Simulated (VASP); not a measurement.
Set up this calculation in VASP 6.6.1, as the native input.

```
Task                   : single point
Functional             : PBEsol
Potentials or basis    : VASP PAW PBE potentials, release 64 (Sn_d)
Cutoff                 : 520 eV
k mesh                 : 11 × 11 × 11
Occupations            : methfessel-paxton, width 0.05 eV
Spin                   : no spin polarisation
Dipole correction      : no
Further INCAR settings : ALGO = Normal; EDIFF = 1e-06; NBANDS = 21
```

The structure of Sn lies in POSCAR:

```
Sn
1.0
   -2.9196440000      2.9196440000      1.5938000000
    2.9196440000     -2.9196440000      1.5938000000
    2.9196440000      2.9196440000     -1.5938000000
Sn
2
Direct
    0.0000000000      0.0000000000      0.0000000000
    0.7500000000      0.2500000000      0.5000000000
```

These files were run (other wordings do the same):

INCAR

```
  PREC = Accurate
  ENCUT = 520
  EDIFF = 1E-6
  ISMEAR = 1
  SIGMA = 0.05
  LREAL = False
  LASPH = True
  NELM = 80
  ALGO = Normal
  ISIF = 2
  LWAVE = False
  LCHARG = True
  GGA = PS
  LELF = True
  LVHAR = True
  NBANDS = 21
```

KPOINTS

```
regular mesh
0
Gamma
  11 11 11
```

Potentials or basis: VASP PAW PBE potentials, release 64 (Sn_d).

Launch:

```console
$ cat potpaw_PBE.64/Sn_d/POTCAR > POTCAR
$ mpirun -np 1 vasp_std > vasp.out
```

Results of the run:

```
Pressure               : -0.6 GPa
Band gap on the k mesh : zero (band 14 reaches 9.23 eV, above the bottom of band 15 at 5.39 eV)
```

Caveat: the PAW data sets were made with another functional, which shifts forces and pressure a little; spin-orbit coupling is left out, which moves the levels of the heavy elements.

It took 2 min on 1 thread of Intel Xeon 6975P-C (shared host), peak memory 0.27 GiB.
